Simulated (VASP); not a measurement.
# Ge (R-3m) in VASP: single point with PBEsol

Aim: the single point of Ge with PBEsol.

All numbers are computed with VASP 6.6.1; they aren't measurements. Logs are shortened: lines on timing, memory, paths and dates and some standing lists are left out, and cuts for length are marked.

## Step 1: The cell of the first run

Symmetry: R-3m, No. 166, trigonal system. Conventional cell: a = 4.213 Å, b = 4.213 Å, c = 8.556 Å, α = 90.00°, β = 90.00°, γ = 120.00°. Ge (site symmetry 3m) has 4 Ge at 2.31 to 2.49 Å within 3.1 Å.

## Step 2: Single point, PBEsol (strained and its atoms moved)

INCAR

```
ALGO = Normal
EDIFF = 1E-7
ENCUT = 520
GGA = PS
ISIF = 2
ISMEAR = 0
LASPH = T
LCHARG = F
LREAL = F
LWAVE = F
NBANDS = 21
NELM = 100
PREC = Accurate
SIGMA = 0.1
```

KPOINTS

```
k-points
0
Gamma
  12 12 12
```

POSCAR

```
Ge
1.0
    0.3394524000      2.6396950132      2.6396950132
    2.9791474132      0.0000000000      2.9791474132
    2.9791474132      2.9791474132      0.0000000000
Ge
2
Direct
    0.5306149105      0.4897950298      0.4897950298
    0.7193850895      0.7602049702      0.7602049702
```

Potentials or basis: VASP PAW PBE potentials, release 64 (Ge_d).

The run is started by

```sh
$ cat potpaw_PBE.64/Ge_d/POTCAR > POTCAR
$ mpirun -np 1 vasp_std > vasp.out
```

OUTCAR:

```text
EDIFF = 1E-7
   ENCUT = 520
   GGA = PS
   ISIF = 2
   ISMEAR = 0
   LASPH = T
   LREAL = F
   NELM = 100
   PREC = Accurate

 ion  position               nearest neighbor table
   1  0.531  0.490  0.490-   2 2.31   2 2.49   2 2.49   2 2.49
   2  0.719  0.760  0.760-   1 2.31   1 2.49   1 2.49   1 2.49

  LATTYP: Found a trigonal (rhomboedric) cell.
 ALAT       =     3.7484940252
 COS(alpha) =     0.3683589587

  Lattice vectors:

 A1 = (  -2.6396950132,   2.6396950132,  -0.3394524000)
 A2 = (  -2.6396950132,  -0.3394524000,   2.6396950132)
 A3 = (   0.3394524000,   2.6396950132,   2.6396950132)

Analysis of symmetry for initial positions (statically):
=====================================================================
 Subroutine PRICEL returns:
 Original cell was already a primitive cell.

 Routine SETGRP: Setting up the symmetry group for a
 trigonal (rhombohedral) supercell.

 Subroutine GETGRP returns: Found 12 space group operations
 (whereof  6 operations were pure point group operations)
 out of a pool of 12 trial point group operations.

The static configuration has the point symmetry C_3v.
 The point group associated with its full space group is D_3d.

Analysis of symmetry for dynamics (positions and initial velocities):
=====================================================================
 Subroutine PRICEL returns:
 Original cell was already a primitive cell.

 Routine SETGRP: Setting up the symmetry group for a
 trigonal (rhombohedral) supercell.

 Subroutine GETGRP returns: Found 12 space group operations
 (whereof  6 operations were pure point group operations)
 out of a pool of 12 trial point group operations.

The dynamic configuration has the point symmetry C_3v.
 The point group associated with its full space group is D_3d.

 Subroutine INISYM returns: Found 12 space group operations
 (whereof  6 operations are pure point group operations),
 and found     1 'primitive' translations

----------------------------------------------------------------------------------------

                                     Primitive cell

  volume of cell :      43.8435

  direct lattice vectors                    reciprocal lattice vectors
     0.339452400  2.639695013  2.639695013    -0.202431706  0.202431706  0.202431706
     2.979147413  0.000000000  2.979147413     0.179366070 -0.179366070  0.156300435
     2.979147413  2.979147413  0.000000000     0.179366070  0.156300435 -0.179366070

  length of vectors
     3.748494025  4.213150676  4.213150676     0.350621999  0.297949996  0.297949996

  position of ions in fractional coordinates (direct lattice)
     0.530614910  0.489795030  0.489795030
     0.719385090  0.760204970  0.760204970

  ion indices of the primitive-cell ions
   primitive index   ion index
                 1           1
                 2           2

----------------------------------------------------------------------------------------

 KPOINTS: k-points

Automatic generation of k-mesh.
 Grid dimensions read from file:
 generate k-points for:   12   12   12

 Generating k-lattice:

  Cartesian coordinates                     Fractional coordinates (reciprocal lattice)
    -0.016869309  0.016869309  0.016869309     0.083333333  0.000000000  0.000000000
     0.014947173 -0.014947173  0.013025036     0.000000000  0.083333333  0.000000000
     0.014947173  0.013025036 -0.014947173     0.000000000  0.000000000  0.083333333

  Length of vectors
     0.029218500  0.024829166  0.024829166

  Shift w.r.t. Gamma in fractional coordinates (k-lattice)
     0.000000000  0.000000000  0.000000000

 Subroutine IBZKPT returns following result:
 ===========================================

 Found    189 irreducible k-points:

 Following reciprocal coordinates:
            Coordinates               Weight
  0.000000  0.000000  0.000000      1.000000
  0.083333  0.000000  0.000000      2.000000
  0.166667  0.000000  0.000000      2.000000
  0.250000  0.000000  0.000000      2.000000
  0.333333  0.000000  0.000000      2.000000
  0.416667  0.000000  0.000000      2.000000
[... 16 lines left out ...]
  0.250000  0.166667  0.000000      6.000000
  0.333333  0.166667  0.000000      6.000000
 [... further k-points ...]
   k-points           NKPTS =    189   k-points in BZ     NKDIM =    189   number of bands    NBANDS=     21
   number of dos      NEDOS =    301   number of ions     NIONS =      2
   total plane-waves  NPLWV =  28672
   dimension x,y,z NGX =    28 NGY =   32 NGZ =   32
   dimension x,y,z NGXF=    56 NGYF=   64 NGZF=   64
   ions per type =               2
   NGX,Y,Z   is equivalent  to a cutoff of  12.42, 12.63, 12.63 a.u.
   NGXF,Y,Z  is equivalent  to a cutoff of  24.84, 25.25, 25.25 a.u.
 SYSTEM =  unknown system
   PREC   = accura    normal or accurate (medium, high low for compatibility)
   ISTART =      0    job   : 0-new  1-cont  2-samecut
   ICHARG =      2    charge: 1-file 2-atom 10-const
   ISPIN  =      1    spin polarized calculation?
   LNONCOLLINEAR =      F non collinear calculations
   LSORBIT =      F    spin-orbit coupling
   LASPH  =      T    aspherical Exc in radial PAW
   ENCUT  =  520.0 eV  38.22 Ry    6.18 a.u.   6.97  7.83  7.83*2*pi/ulx,y,z
   NELM   =    100;   NELMIN=  2; NELMDL= -5     # of ELM steps
   EDIFF  = 0.1E-06   stopping-criterion for ELM
   LREAL  =      F    real-space projection
   EDIFFG = 0.1E-05   stopping-criterion for IOM
   NSW    =      0    number of steps for IOM
   IBRION =     -1    ionic relax: 0-MD 1-quasi-New 2-CG
   NFREE  =      0    steps in history (QN), initial steepest desc. (CG)
   ISIF   =      2    stress and relaxation
   ISYM   =      2    0-nonsym 1-usesym 2-fastsym
   POTIM  = 0.5000    time-step for ionic-motion
   TEBEG  =    0.0;   TEEND  =   0.0 temperature during run
   PSTRESS=    0.0 pullay stress
   NELECT =      28.0000    total number of electrons
   NUPDOWN=      -1.0000    fix difference up-down
   EMIN   =  10.00;   EMAX   =-10.00  energy-range for DOS
   EFERMI =   0.00;   METHOD = LEGACY
   ISMEAR =     0;   SIGMA  =   0.10  broadening in eV -4-tet -1-fermi 0-gaus
   EFERMI_NEDOS =   21; number of points for ismear=-14 and -15
   IALGO  =     38    algorithm
   IMIX   =      4    mixing-type and parameters
     AMIX     =   0.40;   BMIX     =  1.00
     AMIX_MAG =   1.60;   BMIX_MAG =  1.00
  volume/ion in A,a.u.               =      21.92       147.94
  Fermi-wavevector in a.u.,A,eV,Ry     =   1.409805  2.664145 27.042259  1.987550
  Thomas-Fermi vector in A             =   2.531823
   LORBIT       =      0    0 simple, 1 ext, 2 COOP (PROOUT), +10 PAW based schemes
   GGA     = PS    functional components
   LHFCALC =     F    Hartree Fock is set to
   AEXX    =    0.0000 exact exchange contribution
   IVDW    =     0    specifies the selected vdW correction
   LEPSILON=     F    determine dielectric tensor
   LRPA    =     F    only Hartree local field effects (RPA)
 non-spin polarized calculation
 Gauss-broadening in eV      SIGMA  =   0.10
  energy-cutoff  :      520.00
  volume of cell :       43.84
 maximum number of plane-waves:      1199
   NGX = 13   NGY = 15   NGZ = 15

 number of electron      28.0000010 magnetization

 Free energy of the ion-electron system (eV)
  ---------------------------------------------------
  ext. energy  EPLUGINS =         0.00000000
  ---------------------------------------------------
  free energy    TOTEN  =        -9.51697642 eV

  energy without entropy =       -9.51514430  energy(sigma->0) =       -9.51606036

 E-fermi :   4.9155     XC(G=0): -10.3145

 val. band max:        4.9006197215   @ k =   0.4167   0.5000   0.0000
 cond. band min:       4.9209878319   @ k =   0.5000   0.4167   0.0000
 fundamental gap:      0.0203681104
 Fermi energy:         4.9154837185

 k-point     1 :       0.0000    0.0000    0.0000
  band No.  band energies     occupation
      1     -19.7167      2.00000
      2     -19.5876      2.00000
      3     -19.5876      2.00000
      4     -19.5817      2.00000
      5     -19.5817      2.00000
      6     -19.4120      2.00000
[... 13 lines left out ...]
     20      14.9965      0.00000
     21      14.9965      0.00000

 k-point     2 :       0.0833    0.0000    0.0000
  band No.  band energies     occupation
      1     -19.7119      2.00000
      2     -19.5956      2.00000
      3     -19.5956      2.00000
      4     -19.5691      2.00000
      5     -19.5691      2.00000
      6     -19.4143      2.00000
[... 13 lines left out ...]
     20      13.8880      0.00000
     21      13.8880      0.00000

 k-point     3 :       0.1667    0.0000    0.0000
  band No.  band energies     occupation
      1     -19.6981      2.00000
      2     -19.6008      2.00000
      3     -19.6008      2.00000
      4     -19.5512      2.00000
      5     -19.5512      2.00000
      6     -19.4209      2.00000
[... 13 lines left out ...]
     20      13.0307      0.00000
     21      13.5002      0.00000

 k-point     4 :       0.2500    0.0000    0.0000
  band No.  band energies     occupation
      1     -19.6773      2.00000
      2     -19.6011      2.00000
      3     -19.6011      2.00000
      4     -19.5327      2.00000
      5     -19.5327      2.00000
      6     -19.4299      2.00000
[... 13 lines left out ...]
     20      13.1646      0.00000
     21      13.1646      0.00000

 k-point     5 :       0.3333    0.0000    0.0000
  band No.  band energies     occupation
      1     -19.6532      2.00000
      2     -19.5976      2.00000
      3     -19.5976      2.00000
      4     -19.5170      2.00000
      5     -19.5170      2.00000
      6     -19.4386      2.00000
[... 13 lines left out ...]
     20      14.3406      0.00000
     21      14.3406      0.00000
[... 382 lines left out ...]
     20      13.7380      0.00000
     21      14.7313      0.00000

 k-point    22 :       0.1667    0.1667    0.0000
  band No.  band energies     occupation
      1     -19.7093      2.00000
      2     -19.6085      2.00000
      3     -19.5954      2.00000
      4     -19.5688      2.00000
      5     -19.5516      2.00000
      6     -19.4242      2.00000
[... 13 lines left out ...]
     20      14.4788      0.00000
     21      15.2254      0.00000

 k-point    23 :       0.2500    0.1667    0.0000
  band No.  band energies     occupation
      1     -19.6946      2.00000
      2     -19.6144      2.00000
      3     -19.5966      2.00000
      4     -19.5501      2.00000
      5     -19.5333      2.00000
      6     -19.4388      2.00000
[... 13 lines left out ...]
     20      14.7651      0.00000
     21      14.7787      0.00000

 k-point    24 :       0.3333    0.1667    0.0000
  band No.  band energies     occupation
      1     -19.6768      2.00000
      2     -19.6113      2.00000
      3     -19.5968      2.00000
      4     -19.5310      2.00000
      5     -19.5132      2.00000
      6     -19.4551      2.00000
[... 13 lines left out ...]
     20      14.2423      0.00000
     21      15.3426      0.00000

 [... further k-points ...]

------------------------ aborting loop because EDIFF is reached ----------------------------------------

  FORCE on cell =-STRESS in cart. coord.  units (eV):
  Direction    XX          YY          ZZ          XY          YZ          ZX
  --------------------------------------------------------------------------------------
  -------------------------------------------------------------------------------------
  Total        1.0357852      1.0357852      1.0357852     -1.9860366      1.9860366     -1.9860366
  in kB       37.8507806     37.8507806     37.8507806    -72.5758912     72.5758912    -72.5758912
  external PRESSURE =      37.8507806 kB  Pullay stress =       0.0000000 kB

 VOLUME and BASIS-vectors are now :
 -----------------------------------------------------------------------------
  energy-cutoff  :      520.00
  volume of cell :       43.84
      direct lattice vectors                 reciprocal lattice vectors
     0.339452400  2.639695013  2.639695013    -0.202431706  0.202431706  0.202431706
     2.979147413  0.000000000  2.979147413     0.179366070 -0.179366070  0.156300435
     2.979147413  2.979147413  0.000000000     0.179366070  0.156300435 -0.179366070

 POSITION                                       TOTAL-FORCE (eV/Angst)
 -----------------------------------------------------------------------------------
      3.09846      2.85983      2.85983        -0.351410      0.351410      0.351410
      4.77372      4.16372      4.16372         0.351410     -0.351410     -0.351410
 -----------------------------------------------------------------------------------
    total drift:                                0.000000      0.000000      0.000000

  FREE ENERGIE OF THE ION-ELECTRON SYSTEM (eV)
  ---------------------------------------------------
  free  energy   TOTEN  =        -9.5169764246 eV

  energy  without entropy=       -9.5151443009  energy(sigma->0) =       -9.51606036
```

It took 58 s on 1 thread of Intel Xeon 6975P-C (Granite Rapids), shared host; peak memory 0.27 GiB.

Results:

```
Free energy            : -9.5170 eV
Pressure               : 3.8 GPa
Largest force          : 0.609 eV/Å
Band gap on the k mesh : zero (bands 14 and 15 overlap by 1.87 eV)
```

Forces in eV/Å, atoms in the order of the input:
```
Ge  -0.351  0.351  0.351
Ge   0.351 -0.351 -0.351
```

Caveat: the cell differs from its parent crystal (strained and its atoms moved); the cell stands under pressure; the PAW data sets were made with another functional, which shifts forces and pressure a little.
